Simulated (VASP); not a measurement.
# La (P6_3/mmc) in VASP: notebook

Runs on La. Level: PBEsol. Tasks: single point.

Program: VASP 6.6.1. These are calculated values, not measurements. Logs are shortened: lines on timing, memory, paths and dates and some standing lists are left out, and cuts for length are marked.

### Step 1. The cell of the first run

The structure is hexagonal, space group P6_3/mmc (No. 194). The conventional cell has a = 3.512 Å, b = 3.512 Å, c = 11.266 Å, α = 90.00°, β = 90.00°, γ = 120.00°. La (site symmetry -3m) has 12 La at 3.47 to 3.51 Å within 4.6 Å. La (site symmetry -6m2) has 12 La at 3.47 to 3.51 Å within 4.6 Å.

### Step 2. Single point, PBEsol (30.09 Å³/atom)

Contents of INCAR:

```
SYSTEM = La
PREC = Accurate ; ENCUT = 520
EDIFF = 1E-6 ; ISMEAR = -1
SIGMA = 0.1 ; LREAL = .False.
LASPH = .True. ; NELM = 80
ALGO = Normal ; ISIF = 2
LWAVE = .False. ; LCHARG = .False.
GGA = PS ; NBANDS = 30
```

Contents of KPOINTS:

```
Automatic mesh
0
Gamma
  13 13 4
  0 0 0
```

Contents of POSCAR:

```
La
1.0
    3.5122899927      0.0000000000      0.0000000000
   -1.7561449963      3.0417323592      0.0000000000
    0.0000000000      0.0000000000     11.2662146870
La
4
Direct
    0.0000000000      0.0000000000      1.0000000000
    1.0000000000      0.0000000000      0.5000000000
    0.3333333333      0.6666666667      0.7500000000
    0.6666666667      0.3333333333      0.2500000000
```

Potentials or basis: VASP PAW PBE potentials, release 64 (La).

The run is started by

```console
$ cat potpaw_PBE.64/La/POTCAR > POTCAR
$ mpirun -np 1 vasp_std > vasp.out
```

OUTCAR:

```text
SYSTEM = La
   PREC = Accurate
   ENCUT = 520
   EDIFF = 1E-6
   ISMEAR = -1
   LREAL = .False.
   LASPH = .True.
   NELM = 80
   ISIF = 2
   GGA = PS

 ion  position               nearest neighbor table
   1  0.000  0.000  0.000-   3 3.47   4 3.47   4 3.47   3 3.47   4 3.47   3 3.47
   2  0.000  0.000  0.500-   3 3.47   4 3.47   4 3.47   3 3.47   4 3.47   3 3.47
   3  0.333  0.667  0.750-   1 3.47   2 3.47   1 3.47   2 3.47   1 3.47   2 3.47
   4  0.667  0.333  0.250-   1 3.47   2 3.47   1 3.47   2 3.47   1 3.47   2 3.47

  LATTYP: Found a hexagonal cell.
 ALAT       =     3.5122899927
 C/A-ratio  =     3.2076550371

  Lattice vectors:

 A1 = (   3.5122899927,   0.0000000000,   0.0000000000)
 A2 = (  -1.7561449963,   3.0417323592,   0.0000000000)
 A3 = (   0.0000000000,   0.0000000000,  11.2662146870)

Analysis of symmetry for initial positions (statically):
=====================================================================
 Subroutine PRICEL returns:
 Original cell was already a primitive cell.

 Routine SETGRP: Setting up the symmetry group for a
 hexagonal supercell.

 Subroutine GETGRP returns: Found 24 space group operations
 (whereof 12 operations were pure point group operations)
 out of a pool of 24 trial point group operations.

The static configuration has the point symmetry D_3d.
 The point group associated with its full space group is D_6h.

Analysis of symmetry for dynamics (positions and initial velocities):
=====================================================================
 Subroutine PRICEL returns:
 Original cell was already a primitive cell.

 Routine SETGRP: Setting up the symmetry group for a
 hexagonal supercell.

 Subroutine GETGRP returns: Found 24 space group operations
 (whereof 12 operations were pure point group operations)
 out of a pool of 24 trial point group operations.

The dynamic configuration has the point symmetry D_3d.
 The point group associated with its full space group is D_6h.

 Subroutine INISYM returns: Found 24 space group operations
 (whereof 12 operations are pure point group operations),
 and found     1 'primitive' translations

----------------------------------------------------------------------------------------

                                     Primitive cell

  volume of cell :     120.3620

  direct lattice vectors                    reciprocal lattice vectors
     3.512289993  0.000000000  0.000000000     0.284714532  0.164380011  0.000000000
    -1.756144996  3.041732359  0.000000000     0.000000000  0.328760023  0.000000000
     0.000000000  0.000000000 11.266214687     0.000000000  0.000000000  0.088760957

  length of vectors
     3.512289993  3.512289993 11.266214687     0.328760023  0.328760023  0.088760957

  position of ions in fractional coordinates (direct lattice)
     0.000000000  0.000000000  0.000000000
     0.000000000  0.000000000  0.500000000
     0.333333333  0.666666667  0.750000000
     0.666666667  0.333333333  0.250000000

  ion indices of the primitive-cell ions
   primitive index   ion index
                 1           1
                 2           2
                 3           3
                 4           4

----------------------------------------------------------------------------------------

 KPOINTS: Automatic mesh

Automatic generation of k-mesh.
 Grid dimensions read from file:
 generate k-points for:   13   13    4

 Generating k-lattice:

  Cartesian coordinates                     Fractional coordinates (reciprocal lattice)
     0.021901118  0.012644616  0.000000000     0.076923077  0.000000000  0.000000000
     0.000000000  0.025289233  0.000000000     0.000000000  0.076923077  0.000000000
     0.000000000  0.000000000  0.022190239     0.000000000  0.000000000  0.250000000

  Length of vectors
     0.025289233  0.025289233  0.022190239

  Shift w.r.t. Gamma in fractional coordinates (k-lattice)
     0.000000000  0.000000000  0.000000000

 Subroutine IBZKPT returns following result:
 ===========================================

 Found     63 irreducible k-points:

 Following reciprocal coordinates:
            Coordinates               Weight
  0.000000  0.000000  0.000000      1.000000
  0.076923 -0.000000  0.000000      6.000000
  0.153846 -0.000000  0.000000      6.000000
  0.230769 -0.000000  0.000000      6.000000
  0.307692 -0.000000  0.000000      6.000000
  0.384615  0.000000  0.000000      6.000000
[... 16 lines left out ...]
  0.076923 -0.000000  0.250000     12.000000
  0.153846 -0.000000  0.250000     12.000000
 [... further k-points ...]
   k-points           NKPTS =     63   k-points in BZ     NKDIM =     63   number of bands    NBANDS=     30
   number of dos      NEDOS =    301   number of ions     NIONS =      4
   total plane-waves  NPLWV =  65856
   dimension x,y,z NGX =    28 NGY =   28 NGZ =   84
   dimension x,y,z NGXF=    56 NGYF=   56 NGZF=  168
   ions per type =               4
   NGX,Y,Z   is equivalent  to a cutoff of  13.25, 13.25, 12.40 a.u.
   NGXF,Y,Z  is equivalent  to a cutoff of  26.51, 26.51, 24.79 a.u.
 SYSTEM =  La
   PREC   = accura    normal or accurate (medium, high low for compatibility)
   ISTART =      0    job   : 0-new  1-cont  2-samecut
   ICHARG =      2    charge: 1-file 2-atom 10-const
   ISPIN  =      1    spin polarized calculation?
   LNONCOLLINEAR =      F non collinear calculations
   LSORBIT =      F    spin-orbit coupling
   LASPH  =      T    aspherical Exc in radial PAW
   ENCUT  =  520.0 eV  38.22 Ry    6.18 a.u.   6.53  6.53 20.95*2*pi/ulx,y,z
   NELM   =     80;   NELMIN=  2; NELMDL= -5     # of ELM steps
   EDIFF  = 0.1E-05   stopping-criterion for ELM
   LREAL  =      F    real-space projection
   EDIFFG = 0.1E-04   stopping-criterion for IOM
   NSW    =      0    number of steps for IOM
   IBRION =     -1    ionic relax: 0-MD 1-quasi-New 2-CG
   NFREE  =      0    steps in history (QN), initial steepest desc. (CG)
   ISIF   =      2    stress and relaxation
   ISYM   =      2    0-nonsym 1-usesym 2-fastsym
   POTIM  = 0.5000    time-step for ionic-motion
   TEBEG  =    0.0;   TEEND  =   0.0 temperature during run
   PSTRESS=    0.0 pullay stress
   NELECT =      44.0000    total number of electrons
   NUPDOWN=      -1.0000    fix difference up-down
   EMIN   =  10.00;   EMAX   =-10.00  energy-range for DOS
   EFERMI =   0.00;   METHOD = LEGACY
   ISMEAR =    -1;   SIGMA  =   0.10  broadening in eV -4-tet -1-fermi 0-gaus
   EFERMI_NEDOS =   21; number of points for ismear=-14 and -15
   IALGO  =     38    algorithm
   IMIX   =      4    mixing-type and parameters
     AMIX     =   0.40;   BMIX     =  1.00
     AMIX_MAG =   1.60;   BMIX_MAG =  1.00
  volume/ion in A,a.u.               =      30.09       203.06
  Fermi-wavevector in a.u.,A,eV,Ry     =   1.170566  2.212049 18.643042  1.370225
  Thomas-Fermi vector in A             =   2.307023
   LORBIT       =      0    0 simple, 1 ext, 2 COOP (PROOUT), +10 PAW based schemes
   GGA     = PS    functional components
   LHFCALC =     F    Hartree Fock is set to
   AEXX    =    0.0000 exact exchange contribution
   IVDW    =     0    specifies the selected vdW correction
   LEPSILON=     F    determine dielectric tensor
   LRPA    =     F    only Hartree local field effects (RPA)
 non-spin polarized calculation
  energy-cutoff  :      520.00
  volume of cell :      120.36
 maximum number of plane-waves:      3294
 NGX is ok and might be reduce to    28
   NGX = 13   NGY = 13   NGZ = 41

 number of electron      43.9999995 magnetization

 Free energy of the ion-electron system (eV)
  ---------------------------------------------------
  ext. energy  EPLUGINS =         0.00000000
  ---------------------------------------------------
  free energy    TOTEN  =       -21.29519529 eV

  energy without entropy =      -21.12083335  energy(sigma->0) =      -21.20801432

 E-fermi :   9.9623     XC(G=0): -10.5797

 val. band max:        9.9475914371   @ k =   0.3846   0.1538   0.2500
 cond. band min:       9.9727094901   @ k =   0.1538  -0.0000   0.2500
 fundamental gap:      0.0251180531
 Fermi energy:         9.9622825506

 k-point     1 :       0.0000    0.0000    0.0000
  band No.  band energies     occupation
      1     -22.7441      2.00000
      2     -22.5203      2.00000
      3     -22.5166      2.00000
      4     -22.2760      2.00000
      5      -7.6215      2.00000
      6      -6.4519      2.00000
[... 22 lines left out ...]
     29      11.5213      0.00000
     30      11.5755      0.00000

 k-point     2 :       0.0769   -0.0000    0.0000
  band No.  band energies     occupation
      1     -22.7237      2.00000
      2     -22.5048      2.00000
      3     -22.5011      2.00000
      4     -22.2664      2.00000
      5      -7.5797      2.00000
      6      -6.4654      2.00000
[... 22 lines left out ...]
     29      11.6561      0.00000
     30      11.7927      0.00000

 k-point     3 :       0.1538   -0.0000    0.0000
  band No.  band energies     occupation
      1     -22.6655      2.00000
      2     -22.4617      2.00000
      3     -22.4579      2.00000
      4     -22.2406      2.00000
      5      -7.4582      2.00000
      6      -6.5360      2.00000
[... 22 lines left out ...]
     29      11.7088      0.00000
     30      11.8150      0.00000

 k-point     4 :       0.2308   -0.0000    0.0000
  band No.  band energies     occupation
      1     -22.5791      2.00000
      2     -22.3998      2.00000
      3     -22.3959      2.00000
      4     -22.2068      2.00000
      5      -7.2729      2.00000
      6      -6.7403      2.00000
[... 22 lines left out ...]
     29      11.6254      0.00000
     30      11.9112      0.00000

 k-point     5 :       0.3077   -0.0000    0.0000
  band No.  band energies     occupation
      1     -22.4792      2.00000
      2     -22.3327      2.00000
      3     -22.3287      2.00000
      4     -22.1763      2.00000
      5      -7.1300      2.00000
      6      -7.0585      2.00000
[... 22 lines left out ...]
     29      11.6786      0.00000
     30      11.9666      0.00000
[... 526 lines left out ...]
     29      11.7329      0.00000
     30      11.9658      0.00000

 k-point    22 :       0.0000    0.0000    0.2500
  band No.  band energies     occupation
      1     -22.7275      2.00000
      2     -22.6066      2.00000
      3     -22.4278      2.00000
      4     -22.2951      2.00000
      5      -7.5377      2.00000
      6      -6.9184      2.00000
[... 22 lines left out ...]
     29      11.5753      0.00000
     30      11.6568      0.00000

 k-point    23 :       0.0769   -0.0000    0.2500
  band No.  band energies     occupation
      1     -22.7074      2.00000
      2     -22.5892      2.00000
      3     -22.4145      2.00000
      4     -22.2851      2.00000
      5      -7.4994      2.00000
      6      -6.9080      2.00000
[... 22 lines left out ...]
     29      11.6507      0.00000
     30      11.6887      0.00000

 k-point    24 :       0.1538   -0.0000    0.2500
  band No.  band energies     occupation
      1     -22.6503      2.00000
      2     -22.5400      2.00000
      3     -22.3776      2.00000
      4     -22.2578      2.00000
      5      -7.3898      2.00000
      6      -6.8941      2.00000
[... 22 lines left out ...]
     29      11.6656      0.00000
     30      11.7441      0.00000

 [... further k-points ...]

------------------------ aborting loop because EDIFF is reached ----------------------------------------

  FORCE on cell =-STRESS in cart. coord.  units (eV):
  Direction    XX          YY          ZZ          XY          YZ          ZX
  --------------------------------------------------------------------------------------
  -------------------------------------------------------------------------------------
  Total        2.9368722      2.9368722      3.1999491      0.0000000      0.0000000      0.0000000
  in kB       39.0936522     39.0936522     42.5955534      0.0000000      0.0000000      0.0000000
  external PRESSURE =      40.2609526 kB  Pullay stress =       0.0000000 kB

 VOLUME and BASIS-vectors are now :
 -----------------------------------------------------------------------------
  energy-cutoff  :      520.00
  volume of cell :      120.36
      direct lattice vectors                 reciprocal lattice vectors
     3.512289993  0.000000000  0.000000000     0.284714532  0.164380011  0.000000000
    -1.756144996  3.041732359  0.000000000     0.000000000  0.328760023  0.000000000
     0.000000000  0.000000000 11.266214687     0.000000000  0.000000000  0.088760957

 POSITION                                       TOTAL-FORCE (eV/Angst)
 -----------------------------------------------------------------------------------
      0.00000      0.00000      0.00000         0.000000      0.000000      0.000000
      0.00000      0.00000      5.63311         0.000000      0.000000      0.000000
     -0.00000      2.02782      8.44966        -0.000000      0.000000     -0.000000
      1.75614      1.01391      2.81655         0.000000     -0.000000      0.000000
 -----------------------------------------------------------------------------------
    total drift:                               -0.000000      0.000000      0.000000

  FREE ENERGIE OF THE ION-ELECTRON SYSTEM (eV)
  ---------------------------------------------------
  free  energy   TOTEN  =       -21.2951952858 eV

  energy  without entropy=      -21.1208333485  energy(sigma->0) =      -21.20801432
```

Run time: 2.4 min. Hardware: 1 thread of Intel Xeon 6975P-C (Granite Rapids), shared host; peak memory 0.36 GiB.

What came out:

| Property | Result |
| --- | --- |
| Free energy | -21.2952 eV |
| Pressure | 4.0 GPa |
| Band gap on the k mesh | zero (bands 22 and 23 overlap by 1.27 eV) |

Caveat: the cell stands under pressure; the PAW data sets were made with another functional, which shifts forces and pressure a little; spin-orbit coupling is left out, which moves the levels of the heavy elements.

### Step 3. Single point, PBEsol (31.46 Å³/atom)

This run uses another cell than the first one, of 31.46 Å³/atom.

Contents of INCAR:

```
SYSTEM = La
ALGO = Normal
EDIFF = 1E-7
ENCUT = 520
GGA = PS
ISIF = 2
ISMEAR = -1
LASPH = .True.
LCHARG = .False.
LREAL = .False.
LWAVE = .False.
NBANDS = 30
NELM = 60
PREC = Accurate
SIGMA = 0.1
```

Contents of KPOINTS:

```
k-points
0
Gamma
  13 13 4
  0 0 0
```

Contents of POSCAR:

```
La
1.0
    3.5647199612      0.0000000000      0.0000000000
   -1.7823599806      3.0871380438      0.0000000000
    0.0000000000      0.0000000000     11.4343919394
La
4
Direct
    0.0000000000      0.0000000000      1.0000000000
    1.0000000000      0.0000000000      0.5000000000
    0.3333333333      0.6666666667      0.7500000000
    0.6666666667      0.3333333333      0.2500000000
```

Potentials or basis: VASP PAW PBE potentials, release 64 (La).

The run is started by

```console
$ cat potpaw_PBE.64/La/POTCAR > POTCAR
$ mpirun -np 1 vasp_std > vasp.out
```

Run time: 2.8 min. Hardware: 1 thread of Intel Xeon 6975P-C (Granite Rapids), shared host; peak memory 0.37 GiB.

The run converged. Its results:

```
Free energy            : -21.4058 eV
Pressure               : 2.5 GPa
Band gap on the k mesh : zero (bands 22 and 23 overlap by 1.28 eV)
```

Stress tensor (GPa, compression positive):
```
2.37 0.00 0.00
0.00 2.37 0.00
0.00 0.00 2.65
```

Levels at points of the mesh, in eV from the Fermi level:
```
           k point  band 19  band 20  band 21  band 22  band 23  band 24  band 25  band 26
(0.00, 0.00, 0.00)    -1.73    -1.70     0.68     0.85     1.26     1.26     1.35     1.36
(0.00, 0.00, 0.50)    -1.85    -1.85     0.77     0.77     1.35     1.35     1.35     1.35
```

Caveat: the PAW data sets were made with another functional, which shifts forces and pressure a little; spin-orbit coupling is left out, which moves the levels of the heavy elements.

### Step 4. Single point, PBEsol (32.83 Å³/atom)

This run uses another cell than the first one, of 32.83 Å³/atom.

Contents of INCAR:

```
SYSTEM = La
PREC = Accurate
ENCUT = 520
EDIFF = 1E-6
ISMEAR = -1
SIGMA = 0.1
LREAL = .FALSE.
LASPH = .TRUE.
NELM = 100
ALGO = Normal
ISIF = 2
LWAVE = .FALSE.
LCHARG = .TRUE.
GGA = PS
LELF = .TRUE.
LVHAR = .TRUE.
NBANDS = 30
```

Contents of KPOINTS:

```
Automatic mesh
0
G
  13 13 4
  0 0 0
```

Contents of POSCAR:

```
La
1.0
    3.6156514131      0.0000000000      0.0000000000
   -1.8078257065      3.1312459750      0.0000000000
    0.0000000000      0.0000000000     11.5977624679
La
4
Direct
    0.0000000000      0.0000000000      1.0000000000
    1.0000000000      0.0000000000      0.5000000000
    0.3333333333      0.6666666667      0.7500000000
    0.6666666667      0.3333333333      0.2500000000
```

The run is started by

```console
$ cat potpaw_PBE.64/La/POTCAR > POTCAR
$ mpirun -np 1 vasp_std > vasp.out
```

It took 2.4 min on 1 thread of Intel Xeon 6975P-C (Granite Rapids), shared host; peak memory 0.38 GiB.

Results (log left out):

```yaml
Free_energy: -21.4670 eV
Pressure: 1.1 GPa
Band_gap_on_the_k_mesh: zero (bands 22 and 23 overlap by 1.30 eV)
```

Stress tensor (GPa, compression positive):
```
1.05 0.00 0.00
0.00 1.05 0.00
0.00 0.00 1.26
```

Levels at points of the mesh, in eV from the Fermi level:
```tsv
k point	band 18	band 19	band 20	band 21	band 22	band 23	band 24	band 25	band 26	band 27
(0.00, 0.00, 0.00)	-1.95	-1.78	-1.76	0.62	0.78	1.25	1.26	1.34	1.35	1.36
(0.00, 0.00, 0.50)	-2.60	-1.81	-1.81	0.79	0.79	1.34	1.34	1.34	1.35	1.44
```

Caveat: the PAW data sets were made with another functional, which shifts forces and pressure a little; spin-orbit coupling is left out, which moves the levels of the heavy elements.

### Step 5. Single point, PBEsol

This run uses another cell than the first one, of 34.19 Å³/atom.

Contents of INCAR:

```
PREC = Accurate
ENCUT = 520
EDIFF = 1E-6
ISMEAR = -1
SIGMA = 0.1
LREAL = F
LASPH = T
NELM = 100
ALGO = Normal
ISIF = 2
LWAVE = F
LCHARG = F
GGA = PS
NBANDS = 30
```

Contents of KPOINTS:

```
Automatic mesh
0
Gamma
  13 13 4
```

Contents of POSCAR:

```
La
1.0
    3.6651870401      0.0000000000      0.0000000000
   -1.8325935200      3.1741450863      0.0000000000
    0.0000000000      0.0000000000     11.7566556710
La
4
Direct
    0.0000000000      0.0000000000      1.0000000000
    1.0000000000      0.0000000000      0.5000000000
    0.3333333333      0.6666666667      0.7500000000
    0.6666666667      0.3333333333      0.2500000000
```

The run is started by

```console
$ cat potpaw_PBE.64/La/POTCAR > POTCAR
$ mpirun -np 1 vasp_std > vasp.out
```

Run time: 2.4 min. Hardware: 1 thread of Intel Xeon 6975P-C (Granite Rapids), shared host; peak memory 0.39 GiB.

Results (log left out):

```yaml
Free_energy: -21.4859 eV
Pressure: 0.0 GPa
Band_gap_on_the_k_mesh: zero (bands 22 and 23 overlap by 1.26 eV)
```

Stress tensor (GPa, compression positive):
```
-0.07  0.00  0.00
 0.00 -0.07  0.00
 0.00  0.00  0.09
```

Levels at points of the mesh, in eV from the Fermi level:
```
           k point  band 18  band 19  band 20  band 21  band 22  band 23  band 24  band 25  band 26  band 27
(0.00, 0.00, 0.00)    -1.89    -1.83    -1.81     0.58     0.73     1.25     1.26     1.33     1.34     1.35
(0.00, 0.00, 0.50)    -2.68    -1.78    -1.78     0.80     0.80     1.33     1.33     1.34     1.34     1.40
```

Caveat: the PAW data sets were made with another functional, which shifts forces and pressure a little; spin-orbit coupling is left out, which moves the levels of the heavy elements.

### Step 6. Overview

```tsv
cell	gap on the mesh (eV)	pressure (GPa)
a = 3.512, b = 3.512, c = 11.266 Å, angles 90.0, 90.0, 120.0°, 4 atoms	none	4.0
a = 3.565, b = 3.565, c = 11.434 Å, angles 90.0, 90.0, 120.0°, 4 atoms	none	2.5
a = 3.616, b = 3.616, c = 11.598 Å, angles 90.0, 90.0, 120.0°, 4 atoms	none	1.1
a = 3.665, b = 3.665, c = 11.757 Å, angles 90.0, 90.0, 120.0°, 4 atoms	none	0.0
```

Alike in all rows: task single point; level PBEsol; potentials or basis VASP PAW PBE potentials, release 64 (La); no spin polarisation; k mesh 13 × 13 × 4; cutoff (eV) 520; smearing fermi-dirac 0.1 eV.

Caveats: the PAW data sets were made with another functional, which shifts forces and pressure a little; spin-orbit coupling is left out, which moves the levels of the heavy elements; the cell stands under pressure (at least some runs).

Total energies depend on the potentials used, so only differences within one code and one set of settings carry meaning.

The gap in the log of VASP goes by the Fermi energy; the results here count the filled bands.